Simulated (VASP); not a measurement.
Input of a VASP 6.6.1 run:

INCAR

```
SYSTEM = AlN
ALGO     = Normal         ! electronic algorithm
EDIFF    = 1E-6           ! SCF threshold, eV
ENCUT    = 600            ! plane-wave cutoff, eV
GGA      = PS             ! functional
GGA_COMPAT= .FALSE.      
ISIF     = 2              ! what is computed and relaxed
ISMEAR   = 0              ! smearing method
LASPH    = .TRUE.         ! aspherical terms in the spheres
LCHARG   = .FALSE.        ! write CHGCAR
LREAL    = .FALSE.        ! projectors in reciprocal space
LWAVE    = .FALSE.        ! write WAVECAR
NBANDS   = 11             ! bands
NELM     = 120            ! most SCF steps
PREC     = Accurate       ! precision mode
SIGMA    = 0.02           ! smearing width, eV
```

KPOINTS

```
k-points
0
G
  10 10 10
  0 0 0
```

POSCAR

```
AlN
1.0
    0.0000000000      2.0420184464      2.0420184464
    2.0420184464      0.0000000000      2.0420184464
    2.0420184464      2.0420184464      0.0000000000
Al N
1 1
Direct
    0.5000000000      0.5000000000      0.5000000000
    0.0000000000      0.0000000000      0.0000000000
```

Potentials or basis: VASP PAW PBE potentials, release 64 (Al, N).

Command:

```sh
$ cat potpaw_PBE.64/Al/POTCAR potpaw_PBE.64/N/POTCAR > POTCAR
$ mpirun -np 1 vasp_std > vasp.out
```

**Question.** What does it give for the pressure?

**Answer.** -7.4 GPa.

**Question.** What does it give for the band gap on the k mesh?

**Answer.** 4.27 eV, indirect (least direct gap 5.24 eV).

Caveat: the PAW data sets were made with another functional, which shifts forces and pressure a little. A k mesh can miss the band edges.
